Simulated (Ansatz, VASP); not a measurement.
**Two plane-wave programs on Ba**

Contents of INCAR:

```
ALGO     = Fast           # electronic algorithm
EDIFF    = 1E-6           # SCF threshold, eV
ENCUT    = 520            # plane-wave cutoff, eV
GGA      = PS             # functional
ISIF     = 2              # what is computed and relaxed
ISMEAR   = 0              # smearing method
LASPH    = True           # aspherical terms in the spheres
LCHARG   = False          # write CHGCAR
LREAL    = False          # projectors in reciprocal space
LWAVE    = False          # write WAVECAR
NBANDS   = 11             # bands
NELM     = 100            # most SCF steps
PREC     = Accurate       # precision mode
SIGMA    = 0.15           # smearing width, eV
```

Contents of KPOINTS:

```
k-points
0
Gamma
  14 14 14
```

POSCAR

```
Ba
1.0
   -0.7358745488      2.6345432320      2.6345432320
    2.6345432320     -0.7358745488      2.6345432320
    2.6345432320      2.6345432320     -0.7358745488
Ba
1
Direct
    0.0000000000      0.0000000000      0.0000000000
```

Input for Ansatz:

```yaml
crystal:
  lattice:
    - [-0.7358745488, 2.634543232, 2.634543232]
    - [2.634543232, -0.7358745488, 2.634543232]
    - [2.634543232, 2.634543232, -0.7358745488]
  atoms:
    - { symbol: Ba, position: [0.0, 0.0, 0.0] }
basis:
  ecutwfc: 420
kpoints:
  mp_grid: { grid: [14, 14, 14] }
hamiltonian:
  xc: pbesol
  pseudopotentials: { kind: paw }
scf:
  occupations: { method: gaussian, width: 0.15 }
output:
  forces: true
  stress: true
  eigenvalues: true
```

Alike in both runs: task single point; functional PBEsol; k mesh 14 × 14 × 14; occupations gaussian, width 0.15 eV; no spin polarisation.

|  | VASP | Ansatz |
| --- | --- | --- |
| version | VASP 6.6.1 | Ansatz 0.2.0 |
| potentials or method | VASP PAW PBE potentials, release 64 (Ba_sv), cutoff 520 eV | scalar-relativistic, plane waves, PAW |
| valence electrons in the cell | 10 | 10 |

|  | VASP | Ansatz | Ansatz less VASP |
| --- | --- | --- | --- |
| gap on the k mesh at the Fermi level (eV) | none | none | - |
| pressure (GPa) | 1.5 | 1.3 | -0.25 |
| traceless stress, the component that is largest in VASP (GPa) | 0.64 | 0.59 | -0.050 |

VASP's potentials were made for PBE, not for PBEsol. A gap of «none» marks a metal or a gap that the smearing closes.

Spin-orbit coupling is off throughout.
